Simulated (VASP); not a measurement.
# FePt2 (P-3m1) in VASP: a series of runs

The runs below take FePt2 through single point, relaxation of cell and atoms, with PBE.

All numbers are computed with VASP 6.6.1; they aren't measurements. Logs are shortened: lines on timing, memory, paths and dates and some standing lists are left out, and cuts for length are marked.

### 1 The cell of the first run

It takes space group P-3m1 (No. 164, trigonal). The conventional cell has a = 2.753 Å, b = 2.753 Å, c = 13.264 Å, α = 90.00°, β = 90.00°, γ = 120.00°. Fe (site symmetry 3m) has 9 Fe at 2.72 to 2.75 Å and 3 Pt at 2.72 Å within 3.6 Å. Within 3.6 Å of Pt (site symmetry 3m) lie 12 Pt at 2.72 to 2.75 Å. Within 3.6 Å of Pt (site symmetry 3m) lie 3 Fe at 2.72 Å and 9 Pt at 2.72 to 2.75 Å.

### 2 Single point, PBE, collinear spin, antiferromagnetic start

INCAR

```
PREC = Accurate
ENCUT = 520
EDIFF = 1E-7
ISMEAR = 0
SIGMA = 0.1
LREAL = F
LASPH = T
NELM = 150
ALGO = Normal
ISIF = 2
LWAVE = F
LCHARG = T
ISPIN = 2
MAGMOM = -4 4 0 0 0 0
LORBIT = 11
LMAXMIX = 4
GGA = PE
LELF = T
LVHAR = T
NBANDS = 41
```

KPOINTS

```
regular mesh
0
Gamma
  6 6 2
```

POSCAR

```
FePt2
1.0
    2.7530733400      0.0000000000      0.0000000000
   -1.3765366700      2.3842314500      0.0000000000
    0.0000000000      0.0000000000     13.2641703600
Fe Pt
2 4
Direct
    0.3333333300      0.6666666700      0.0833333300
    0.6666666700      0.3333333300      0.9166666700
    0.3333333300      0.6666666700      0.4166666700
    0.3333333300      0.6666666700      0.7500000000
    0.6666666700      0.3333333300      0.2500000000
    0.6666666700      0.3333333300      0.5833333300
```

Potentials or basis: VASP PAW PBE potentials, release 64 (Fe, Pt).

The run is started by

```sh
> cat potpaw_PBE.64/Fe/POTCAR potpaw_PBE.64/Pt/POTCAR > POTCAR
> mpirun -np 1 vasp_std > vasp.out
```

OUTCAR:

```text
PREC = Accurate
   ENCUT = 520
   EDIFF = 1E-7
   ISMEAR = 0
   LREAL = F
   LASPH = T
   NELM = 150
   ISIF = 2
   ISPIN = 2
   LORBIT = 11
   GGA = PE

 ion  position               nearest neighbor table
   1  0.333  0.667  0.083-   2 2.72   2 2.72   2 2.72   5 2.72   5 2.72   5 2.72
   2  0.667  0.333  0.917-   1 2.72   1 2.72   1 2.72   4 2.72   4 2.72   4 2.72
   3  0.333  0.667  0.417-   6 2.72   6 2.72   6 2.72   5 2.72   5 2.72   5 2.72
   4  0.333  0.667  0.750-   2 2.72   6 2.72   2 2.72   6 2.72   2 2.72   6 2.72
   5  0.667  0.333  0.250-   1 2.72   3 2.72   1 2.72   3 2.72   1 2.72   3 2.72
   6  0.667  0.333  0.583-   3 2.72   3 2.72   3 2.72   4 2.72   4 2.72   4 2.72

  LATTYP: Found a hexagonal cell.
 ALAT       =     2.7530733400
 C/A-ratio  =     4.8179502403

  Lattice vectors:

 A1 = (   2.7530733400,   0.0000000000,   0.0000000000)
 A2 = (  -1.3765366700,   2.3842314500,   0.0000000000)
 A3 = (   0.0000000000,   0.0000000000,  13.2641703600)

Analysis of symmetry for initial positions (statically):
=====================================================================
 Subroutine PRICEL returns:
 Original cell was already a primitive cell.

 Routine SETGRP: Setting up the symmetry group for a
 hexagonal supercell.

 Subroutine GETGRP returns: Found 12 space group operations
 (whereof 12 operations were pure point group operations)
 out of a pool of 24 trial point group operations.

The static configuration has the point symmetry D_3d.

Analysis of symmetry for dynamics (positions and initial velocities):
=====================================================================
 Subroutine PRICEL returns:
 Original cell was already a primitive cell.

 Routine SETGRP: Setting up the symmetry group for a
 hexagonal supercell.

 Subroutine GETGRP returns: Found 12 space group operations
 (whereof 12 operations were pure point group operations)
 out of a pool of 24 trial point group operations.

The dynamic configuration has the point symmetry D_3d.

Analysis of structural, dynamic, and magnetic symmetry:
=====================================================================
 Subroutine PRICEL returns:
 Original cell was already a primitive cell.

 Routine SETGRP: Setting up the symmetry group for a
 hexagonal supercell.

 Subroutine GETGRP returns: Found 12 space group operations
 (whereof 12 operations were pure point group operations)
 out of a pool of 24 trial point group operations.

The overall configuration has the point symmetry D_3d.

 Subroutine INISYM returns: Found 12 space group operations
[... 130 lines left out ...]
   NGX = 11   NGY = 11   NGZ = 49

 number of electron      55.9999994 magnetization       0.0000000

 number of electron      55.9999995 magnetization      -0.0000000

 Free energy of the ion-electron system (eV)
  ---------------------------------------------------
  ext. energy  EPLUGINS =         0.00000000
  ---------------------------------------------------
  free energy    TOTEN  =       -40.38736388 eV

  energy without entropy =      -40.34487165  energy(sigma->0) =      -40.36611777

 E-fermi :   9.3483     XC(G=0): -13.0808

 val. band max:        9.3401464762   @ k =   0.1667   0.1667   0.0000
 cond. band min:       9.3553112356   @ k =   0.5000   0.0000   0.5000
 fundamental gap:      0.0151647594
 Fermi energy:         9.3483032789

 spin component 1

 k-point     1 :       0.0000    0.0000    0.0000
  band No.  band energies     occupation
      1      -0.8774      1.00000
      2       0.1733      1.00000
      3       1.1545      1.00000
      4       1.7131      1.00000
      5       2.7621      1.00000
      6       4.1569      1.00000
[... 591 lines left out ...]
     39      16.5646      0.00000
     40      16.6440      0.00000
 Fermi energy:         9.3483032789

 spin component 2

 k-point     1 :       0.0000    0.0000    0.0000
  band No.  band energies     occupation
      1      -0.8774      1.00000
      2       0.1733      1.00000
      3       1.1545      1.00000
      4       1.7131      1.00000
      5       2.7621      1.00000
      6       4.1569      1.00000
[... 591 lines left out ...]
     39      16.5646      0.00000
     40      16.6440      0.00000
 [bands above 40 left out]

------------------------ aborting loop because EDIFF is reached ----------------------------------------

  FORCE on cell =-STRESS in cart. coord.  units (eV):
  Direction    XX          YY          ZZ          XY          YZ          ZX
  --------------------------------------------------------------------------------------
  -------------------------------------------------------------------------------------
  Total        0.7789682      0.7789682      7.7210522      0.0000000      0.0000000      0.0000000
  in kB       14.3345485     14.3345485    142.0825647      0.0000000      0.0000000      0.0000000
  external PRESSURE =      56.9172205 kB  Pullay stress =       0.0000000 kB

 VOLUME and BASIS-vectors are now :
 -----------------------------------------------------------------------------
  energy-cutoff  :      520.00
  volume of cell :       87.07
      direct lattice vectors                 reciprocal lattice vectors
     2.753073340  0.000000000  0.000000000     0.363230425  0.209711184  0.000000000
    -1.376536670  2.384231450  0.000000000     0.000000000  0.419422368  0.000000000
     0.000000000  0.000000000 13.264170360     0.000000000  0.000000000  0.075391070

 POSITION                                       TOTAL-FORCE (eV/Angst)
 -----------------------------------------------------------------------------------
     -0.00000      1.58949      1.10535         0.000000      0.000000     -0.094687
      1.37654      0.79474     12.15882        -0.000000     -0.000000      0.094687
     -0.00000      1.58949      5.52674         0.000000      0.000000     -0.001244
     -0.00000      1.58949      9.94813         0.000000     -0.000000      2.225354
      1.37654      0.79474      3.31604        -0.000000      0.000000     -2.225354
      1.37654      0.79474      7.73743        -0.000000      0.000000      0.001244
 -----------------------------------------------------------------------------------
    total drift:                                0.000000     -0.000000     -0.000000

  FREE ENERGIE OF THE ION-ELECTRON SYSTEM (eV)
  ---------------------------------------------------
  free  energy   TOTEN  =       -40.3873638799 eV

  energy  without entropy=      -40.3448716546  energy(sigma->0) =      -40.36611777

 total charge

# of ion       s       p       d       tot
------------------------------------------
    1        0.404   0.387   6.085   6.876
    2        0.404   0.387   6.085   6.876
    3        0.662   0.654   8.100   9.416
    4        0.676   0.640   8.049   9.365
    5        0.676   0.640   8.049   9.365
    6        0.662   0.654   8.100   9.416
--------------------------------------------------
tot          3.483   3.363  44.468  51.314

 magnetization (x)

# of ion       s       p       d       tot
------------------------------------------
    1       -0.013  -0.008  -2.801  -2.822
    2        0.013   0.008   2.801   2.822
    3        0.005   0.002  -0.026  -0.019
    4       -0.005  -0.017   0.211   0.190
    5        0.005   0.017  -0.211  -0.190
    6       -0.005  -0.002   0.026   0.019
--------------------------------------------------
tot          0.000   0.000   0.000   0.000
```

It took 4.1 min on 1 thread of Intel Xeon 8259CL, shared host; peak memory 0.26 GiB.

Results:

- Free energy: -40.3874 eV
- Pressure: 5.7 GPa
- Largest force: 2.225 eV/Å
- Band gap on the k mesh: zero (filled and empty bands overlap)
- Net moment: 0.00 μB per cell
- Site moments: Fe -2.82, +2.82; Pt -0.02, +0.19, -0.19, +0.02 μB
- Valence electrons inside the program's atomic spheres: Fe 6.88; Pt 9.42, 9.37 (each value once)

Forces in eV/Å, atoms in the order of the input:
```
Fe   0.000  0.000 -0.095
Fe   0.000  0.000  0.095
Pt   0.000  0.000 -0.001
Pt   0.000  0.000  2.225
Pt   0.000  0.000 -2.225
Pt   0.000  0.000  0.001
```

Levels at points of the mesh, in eV from the Fermi level:
Spin up:
```tsv
k point	band 26	band 27	band 28	band 29	band 30	band 31	band 32	band 33	band 34	band 35
(0.00, 0.00, 0.00)	-1.36	-0.80	-0.78	-0.78	-0.35	-0.35	-0.30	0.34	0.34	1.25
(0.50, 0.00, 0.00)	0.23	0.25	0.33	0.47	0.97	1.12	1.79	1.95	2.68	2.86
(0.00, 0.00, 0.50)	-1.40	-1.35	-0.74	-0.74	-0.55	-0.36	-0.36	0.34	0.34	1.25
(0.50, 0.00, 0.50)	0.15	0.25	0.33	1.04	1.09	1.64	1.79	1.84	1.97	3.21
```
Spin down:
| k point | band 26 | band 27 | band 28 | band 29 | band 30 | band 31 | band 32 | band 33 | band 34 | band 35 |
| --- | --- | --- | --- | --- | --- | --- | --- | --- | --- | --- |
| (0.00, 0.00, 0.00) | -1.36 | -0.80 | -0.78 | -0.78 | -0.35 | -0.35 | -0.30 | 0.34 | 0.34 | 1.25 |
| (0.50, 0.00, 0.00) | 0.23 | 0.25 | 0.33 | 0.47 | 0.97 | 1.12 | 1.79 | 1.95 | 2.68 | 2.86 |
| (0.00, 0.00, 0.50) | -1.40 | -1.35 | -0.74 | -0.74 | -0.55 | -0.36 | -0.36 | 0.34 | 0.34 | 1.25 |
| (0.50, 0.00, 0.50) | 0.15 | 0.25 | 0.33 | 1.04 | 1.09 | 1.64 | 1.79 | 1.84 | 1.97 | 3.21 |

Caveat: the k points lie up to 0.44 Å⁻¹ apart, too coarse for converged energies and pressures of a metal; the antiferromagnetic order is the one typed at the start, and another may lie lower; spin-orbit coupling is left out, which moves the levels of the heavy elements; forces of over 1 eV/Å act on the atoms, so gaps and moduli don't describe the material at rest.

(Continued in part 2 of 2.)

The gap in the log of VASP goes by the Fermi energy; the results here count the filled bands.